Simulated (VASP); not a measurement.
# TiSi in VASP: notebook

TiSi is run at these levels: r2SCAN; tasks: single point.

Everything below comes from runs of VASP 6.6.1. Logs are shortened: lines on timing, memory, paths and dates and some standing lists are left out, and cuts for length are marked.

## 1. The cell of the first run

The typed cell holds 8 atoms: a = 3.694 Å, b = 7.633 Å, c = 4.069 Å, α = 90.00°, β = 90.00°, γ = 90.00°.

## 2. Single point, r2SCAN

File POSCAR:

```
TiSi
1.0
    3.6939556100      0.0000000000      0.0000000000
    0.0000000000      7.6332230968      0.0000000000
    0.0000000000      0.0000000000      4.0688425644
Ti Si
4 4
Direct
    0.0000000000      0.5000000000      0.0506401621
    0.5000000000      0.5000000000      0.5506612325
    0.5000000000      0.0000000000      0.5506942349
    0.0000000000      0.0000000000      0.0507943941
    0.0000000000      0.7499987723      0.5507746650
    0.0000000000      0.2500012277      0.5507746650
    0.5000000000      0.2499885363      0.0508303232
    0.5000000000      0.7500114637      0.0508303232
```

File INCAR.step1:

```
SYSTEM = TiSi
PREC = Accurate
ENCUT = 520
ISMEAR = 0
SIGMA = 0.1
LREAL = .FALSE.
LASPH = .TRUE.
NELM = 80
NBANDS = 42
GGA = PE
ALGO = Normal
EDIFF = 1E-4
LWAVE = .TRUE.
LCHARG = .FALSE.
```

File INCAR.step2:

```
SYSTEM = TiSi
PREC = Accurate
ENCUT = 520
EDIFF = 1E-6
ISMEAR = 0
SIGMA = 0.1
LREAL = .FALSE.
LASPH = .TRUE.
NELM = 80
ALGO = Normal
ISIF = 2
LWAVE = .FALSE.
LCHARG = .FALSE.
METAGGA = R2SCAN
LMIXTAU = .TRUE.
NBANDS = 42
ISTART = 1
```

File KPOINTS:

```
regular mesh
0
G
  6 4 4
  0 0 0
```

Potentials or basis: VASP PAW PBE potentials, release 64 (Ti_sv, Si).

Run with:

```
$ cat potpaw_PBE.64/Ti_sv/POTCAR potpaw_PBE.64/Si/POTCAR > POTCAR
$ cp INCAR.step1 INCAR
$ mpirun -np 1 vasp_std > vasp.out
$ cp INCAR.step2 INCAR
$ mpirun -np 1 vasp_std > vasp.out
```

OUTCAR:

```text
SYSTEM = TiSi
   PREC = Accurate
   ENCUT = 520
   EDIFF = 1E-6
   ISMEAR = 0
   LREAL = .FALSE.
   LASPH = .TRUE.
   NELM = 80
   ISIF = 2
   METAGGA = R2SCAN
   ISTART = 1

 ion  position               nearest neighbor table
   1  0.000  0.500  0.051-   7 2.66   8 2.66   7 2.66   8 2.66   2 2.75   2 2.75   2 2.75   2 2.75
                             5 2.79   6 2.79   6 2.79   5 2.79
   2  0.500  0.500  0.551-   5 2.66   6 2.66   5 2.66   6 2.66   1 2.75   1 2.75   1 2.75   1 2.75
                             8 2.79   7 2.79   7 2.79   8 2.79
   3  0.500  0.000  0.551-   5 2.66   6 2.66   5 2.66   6 2.66   4 2.75   4 2.75   4 2.75   4 2.75
                             7 2.79   8 2.79   8 2.79   7 2.79
   4  0.000  0.000  0.051-   7 2.66   8 2.66   7 2.66   8 2.66   3 2.75   3 2.75   3 2.75   3 2.75
                             6 2.79   5 2.79   5 2.79   6 2.79
   5  0.000  0.750  0.551-   2 2.66   2 2.66   3 2.66   3 2.66   8 2.75   8 2.75   8 2.75   8 2.75
                             1 2.79   4 2.79   4 2.79   1 2.79
   6  0.000  0.250  0.551-   2 2.66   2 2.66   3 2.66   3 2.66   7 2.75   7 2.75   7 2.75   7 2.75
                             1 2.79   4 2.79   4 2.79   1 2.79
   7  0.500  0.250  0.051-   4 2.66   4 2.66   1 2.66   1 2.66   6 2.75   6 2.75   6 2.75   6 2.75
                             3 2.79   2 2.79   3 2.79   2 2.79
   8  0.500  0.750  0.051-   4 2.66   4 2.66   1 2.66   1 2.66   5 2.75   5 2.75   5 2.75   5 2.75
                             3 2.79   2 2.79   3 2.79   2 2.79

  LATTYP: Found a simple orthorhombic cell.
 ALAT       =     3.6939556100
 B/A-ratio  =     1.1014865889
 C/A-ratio  =     2.0664089942

  Lattice vectors:

 A1 = (  -3.6939556100,   0.0000000000,   0.0000000000)
 A2 = (   0.0000000000,   0.0000000000,   4.0688425644)
 A3 = (   0.0000000000,   7.6332230968,   0.0000000000)

Analysis of symmetry for initial positions (statically):
=====================================================================
 Subroutine PRICEL returns:
 Original cell was already a primitive cell.

 Routine SETGRP: Setting up the symmetry group for a
 simple orthorhombic supercell.

 Subroutine GETGRP returns: Found  4 space group operations
 (whereof  4 operations were pure point group operations)
 out of a pool of  8 trial point group operations.

The static configuration has the point symmetry C_2v.

Analysis of symmetry for dynamics (positions and initial velocities):
=====================================================================
 Subroutine PRICEL returns:
 Original cell was already a primitive cell.

 Routine SETGRP: Setting up the symmetry group for a
 simple orthorhombic supercell.

 Subroutine GETGRP returns: Found  4 space group operations
 (whereof  4 operations were pure point group operations)
[... 125 lines left out ...]
   NELECT =      64.0000    total number of electrons
   NUPDOWN=      -1.0000    fix difference up-down
   EMIN   =  10.00;   EMAX   =-10.00  energy-range for DOS
   EFERMI =   0.00;   METHOD = LEGACY
   ISMEAR =     0;   SIGMA  =   0.10  broadening in eV -4-tet -1-fermi 0-gaus
   EFERMI_NEDOS =   21; number of points for ismear=-14 and -15
   IALGO  =     38    algorithm
   IMIX   =      4    mixing-type and parameters
     AMIX     =   0.40;   BMIX     =  1.00
     AMIX_MAG =   1.60;   BMIX_MAG =  1.00
  volume/ion in A,a.u.               =      14.34        96.78
  Fermi-wavevector in a.u.,A,eV,Ry     =   1.347653  2.546694 24.710463  1.816168
  Thomas-Fermi vector in A             =   2.475386
   LORBIT       =      0    0 simple, 1 ext, 2 COOP (PROOUT), +10 PAW based schemes
   METAGGA = R2SCAN    functional components
   LHFCALC =     F    Hartree Fock is set to
   AEXX    =    0.0000 exact exchange contribution
   IVDW    =     0    specifies the selected vdW correction
   LEPSILON=     F    determine dielectric tensor
   LRPA    =     F    only Hartree local field effects (RPA)
 non-spin polarized calculation
 Gauss-broadening in eV      SIGMA  =   0.10
  energy-cutoff  :      520.00
  volume of cell :      114.73
 maximum number of plane-waves:      3136
 NGX is ok and might be reduce to    28
   NGX = 13   NGY = 29   NGZ = 15

 number of electron      64.0000010 magnetization

 Free energy of the ion-electron system (eV)
  ---------------------------------------------------
  ext. energy  EPLUGINS =         0.00000000
  ---------------------------------------------------
  free energy    TOTEN  =       -91.13773505 eV

  energy without entropy =      -91.11754194  energy(sigma->0) =      -91.12763849

 E-fermi :  10.5782     XC(G=0): -12.6872

 val. band max:       10.5733202084   @ k =   0.1667   0.2500   0.2500
 cond. band min:      10.5867069181   @ k =   0.5000   0.2500   0.0000
 fundamental gap:      0.0133867097
 Fermi energy:        10.5782369879

 k-point     1 :       0.0000    0.0000    0.0000
  band No.  band energies     occupation
      1     -48.5329      2.00000
      2     -48.5310      2.00000
      3     -48.3644      2.00000
      4     -48.3630      2.00000
      5     -23.9840      2.00000
      6     -23.9569      2.00000
[... 1069 lines left out ...]
     41      13.6446      0.00000
     42      13.6447      0.00000

 [... further k-points ...]

------------------------ aborting loop because EDIFF is reached ----------------------------------------

  FORCE on cell =-STRESS in cart. coord.  units (eV):
  Direction    XX          YY          ZZ          XY          YZ          ZX
  --------------------------------------------------------------------------------------
  -------------------------------------------------------------------------------------
  Total        0.3224801      0.3196021      0.2349262      0.0000000      0.0000000      0.0000000
  in kB        4.5034262      4.4632344      3.2807382      0.0000000      0.0000000      0.0000000
  external PRESSURE =       4.0824663 kB  Pullay stress =       0.0000000 kB

 VOLUME and BASIS-vectors are now :
 -----------------------------------------------------------------------------
  energy-cutoff  :      520.00
  volume of cell :      114.73
      direct lattice vectors                 reciprocal lattice vectors
     3.693955610  0.000000000  0.000000000     0.270712511  0.000000000  0.000000000
     0.000000000  7.633223097  0.000000000     0.000000000  0.131006259  0.000000000
     0.000000000  0.000000000  4.068842564     0.000000000  0.000000000  0.245770138

 POSITION                                       TOTAL-FORCE (eV/Angst)
 -----------------------------------------------------------------------------------
      0.00000      3.81661      0.20605        -0.000000      0.000000      0.001410
      1.84698      3.81661      2.24055        -0.000000      0.000000      0.001527
      1.84698      0.00000      2.24069        -0.000000      0.000000      0.004606
      0.00000      0.00000      0.20667        -0.000000      0.000000     -0.003818
      0.00000      5.72491      2.24102        -0.000000      0.000249     -0.000021
      0.00000      1.90832      2.24102        -0.000000     -0.000249     -0.000021
      1.84698      1.90822      0.20682         0.000000      0.001036     -0.001842
      1.84698      5.72500      0.20682         0.000000     -0.001036     -0.001842
 -----------------------------------------------------------------------------------
    total drift:                               -0.000000      0.000000      0.000812

  FREE ENERGIE OF THE ION-ELECTRON SYSTEM (eV)
  ---------------------------------------------------
  free  energy   TOTEN  =       -91.1377350500 eV

  energy  without entropy=      -91.1175419363  energy(sigma->0) =      -91.12763849
```

OUTCAR.step1:

```text
SYSTEM = TiSi
   PREC = Accurate
   ENCUT = 520
   ISMEAR = 0
   LREAL = .FALSE.
   LASPH = .TRUE.
   NELM = 80
[... 1334 lines left out ...]
      0.00000      1.90832      2.24102        -0.000000      0.005151      0.000191
      1.84698      1.90822      0.20682        -0.000000      0.006638     -0.001635
      1.84698      5.72500      0.20682        -0.000000     -0.006638     -0.001635
 -----------------------------------------------------------------------------------
    total drift:                                0.000000      0.000000     -0.000119

  FREE ENERGIE OF THE ION-ELECTRON SYSTEM (eV)
  ---------------------------------------------------
  free  energy   TOTEN  =       -57.2576199706 eV

  energy  without entropy=      -57.2356865932  energy(sigma->0) =      -57.24665328
```

It took 8.2 min on 1 thread of Intel Xeon Platinum 8375C at 2.90GHz (Ice Lake), shared host; peak memory 0.31 GiB.

What came out:

```
Free energy            : -91.1377 eV
Pressure               : 0.4 GPa
Largest force          : 0.005 eV/Å
Band gap on the k mesh : zero (bands 32 and 33 overlap by 1.09 eV)
```

Forces in eV/Å, atoms in the order of the input:
```
Ti   0.000  0.000  0.001
Ti   0.000  0.000  0.002
Ti   0.000  0.000  0.005
Ti   0.000  0.000 -0.004
Si   0.000  0.000  0.000
Si   0.000  0.000  0.000
Si   0.000  0.001 -0.002
Si   0.000 -0.001 -0.002
```

Levels at points of the mesh, in eV from the Fermi level:
```tsv
k point	band 30	band 31	band 32	band 33	band 34	band 35
(0.00, 0.00, 0.00)	-1.37	-1.24	-0.94	-0.58	0.48	0.87
(0.50, 0.00, 0.00)	-2.38	-0.18	-0.18	-0.04	-0.04	0.61
(0.00, 0.50, 0.00)	-1.05	-0.33	-0.33	0.20	0.20	0.63
(0.50, 0.50, 0.00)	-1.56	-1.56	-1.56	0.17	0.17	0.17
(0.00, 0.00, 0.50)	-1.38	0.51	0.51	0.55	0.55	0.90
(0.50, 0.00, 0.50)	-1.93	-0.88	-0.88	1.43	1.43	1.74
(0.00, 0.50, 0.50)	-0.81	-0.81	-0.81	0.50	0.50	0.50
(0.50, 0.50, 0.50)	-1.16	-1.16	-1.16	1.83	1.83	1.83
```

Caveat: the k points lie up to 0.39 Å⁻¹ apart, too coarse for converged energies and pressures of a metal; the PAW data sets were made with another functional, which shifts forces and pressure a little.

## 3. Single point, r2SCAN

This run uses another cell than the first one, of 13.88 Å³/atom.

File POSCAR:

```
TiSi
1.0
    3.6166903849      0.0000000000      0.0000000000
    0.0000000000      7.5707855552      0.0000000000
    0.0000000000      0.0000000000      4.0564562695
Ti Si
4 4
Direct
    0.0000000000      0.5000000000      0.0507500000
    0.5000000000      0.5000000000      0.5507500000
    0.5000000000      0.0000000000      0.5507500000
    0.0000000000      0.0000000000      0.0507500000
    0.0000000000      0.7500000000      0.5507500000
    0.0000000000      0.2500000000      0.5507500000
    0.5000000000      0.2500000000      0.0507500000
    0.5000000000      0.7500000000      0.0507500000
```

File INCAR.step1:

```
  PREC = Accurate
  ENCUT = 520
  ISMEAR = 0
  SIGMA = 0.1
  LREAL = F
  LASPH = T
  NELM = 100
  NBANDS = 42
  GGA = PE
  ALGO = Normal
  EDIFF = 1E-4
  LWAVE = T
  LCHARG = F
```

File INCAR.step2:

```
  PREC = Accurate
  ENCUT = 520
  EDIFF = 1E-6
  ISMEAR = 0
  SIGMA = 0.1
  LREAL = F
  LASPH = T
  NELM = 100
  ALGO = Normal
  ISIF = 2
  LWAVE = F
  LCHARG = F
  METAGGA = R2SCAN
  LMIXTAU = T
  NBANDS = 42
  ISTART = 1
```

File KPOINTS:

```
regular mesh
0
Gamma
  10 6 10
```

Potentials or basis: VASP PAW PBE potentials, release 64 (Ti_sv, Si).

Run with:

```
$ cat potpaw_PBE.64/Ti_sv/POTCAR potpaw_PBE.64/Si/POTCAR > POTCAR
$ cp INCAR.step1 INCAR
$ mpirun -np 1 vasp_std > vasp.out
$ cp INCAR.step2 INCAR
$ mpirun -np 1 vasp_std > vasp.out
```

Run time: 88 min. Hardware: 1 thread of Oxide Virtual Turin-like, shared host; peak memory 0.54 GiB.

The run converged. Its results:

| Quantity | Value |
| --- | --- |
| Free energy | -91.0580 eV |
| Pressure | 5.5 GPa |
| Band gap on the k mesh | zero (bands 32 and 33 overlap by 1.17 eV) |

Levels at points of the mesh, in eV from the Fermi level:
| k point | band 28 | band 29 | band 30 | band 31 | band 32 | band 33 | band 34 | band 35 | band 36 | band 37 |
| --- | --- | --- | --- | --- | --- | --- | --- | --- | --- | --- |
| (0.00, 0.00, 0.00) | -2.17 | -1.55 | -1.41 | -1.22 | -1.01 | -0.54 | 0.50 | 0.93 | 1.87 | 1.99 |
| (0.50, 0.00, 0.00) | -2.51 | -2.42 | -2.42 | -0.22 | -0.22 | -0.04 | -0.04 | 0.65 | 0.65 | 1.40 |
| (0.00, 0.50, 0.00) | -1.39 | -1.09 | -1.09 | -0.32 | -0.32 | 0.43 | 0.43 | 0.61 | 0.61 | 1.37 |
| (0.50, 0.50, 0.00) | -2.61 | -1.62 | -1.62 | -1.62 | -1.62 | 0.19 | 0.19 | 0.19 | 0.19 | 2.20 |
| (0.00, 0.00, 0.50) | -2.11 | -1.20 | -1.20 | 0.60 | 0.60 | 0.64 | 0.64 | 0.90 | 0.90 | 1.10 |
| (0.50, 0.00, 0.50) | -3.02 | -1.95 | -1.95 | -0.92 | -0.92 | 1.49 | 1.49 | 1.91 | 1.91 | 2.09 |
| (0.00, 0.50, 0.50) | -1.77 | -0.75 | -0.75 | -0.75 | -0.75 | 0.61 | 0.61 | 0.61 | 0.61 | 1.09 |
| (0.50, 0.50, 0.50) | -3.19 | -1.18 | -1.18 | -1.18 | -1.18 | 1.98 | 1.98 | 1.98 | 1.98 | 2.48 |

Caveat: the cell stands under pressure; the PAW data sets were made with another functional, which shifts forces and pressure a little.
